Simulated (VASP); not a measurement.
Si62P (a cell with a defect), 63 atoms in the cell. The cell holds a defect, 63 atoms: a = 10.860 Å, b = 10.860 Å, c = 10.860 Å, α = 90.00°, β = 90.00°, γ = 90.00°. 

- Program: VASP 6.6.1
- Task: single point
- Functional: PBE
- Potentials or basis: VASP PAW PBE potentials, release 64 (Si, P)
- Cutoff: 520 eV
- k mesh: 1 × 1 × 1
- Occupations: gaussian, width 0.02 eV
- Spin: collinear spin
- Dipole correction: no
- Charge: 2
- Further INCAR settings: LREAL = Auto; ALGO = Normal; EDIFF = 1e-06; NBANDS = 168; NELECT = 251.0

Potentials or basis: VASP PAW PBE potentials, release 64 (Si, P).

Run with:

```bash
$ cat potpaw_PBE.64/Si/POTCAR potpaw_PBE.64/P/POTCAR > POTCAR
$ mpirun -np 1 vasp_gam > vasp.out
```

Hardware: 1 × NVIDIA H100 80GB with 1 thread of AMD EPYC 7R13 Processor (Zen 3), with other jobs on the host.

Problem. How long does it take, and how much memory?

Solution. It took 2.2 min on 1 × NVIDIA H100 80GB with 1 thread of AMD EPYC 7R13 Processor (Zen 3) (shared host), peak memory 2 GiB. Counts: scf iterations 17, k points 1.
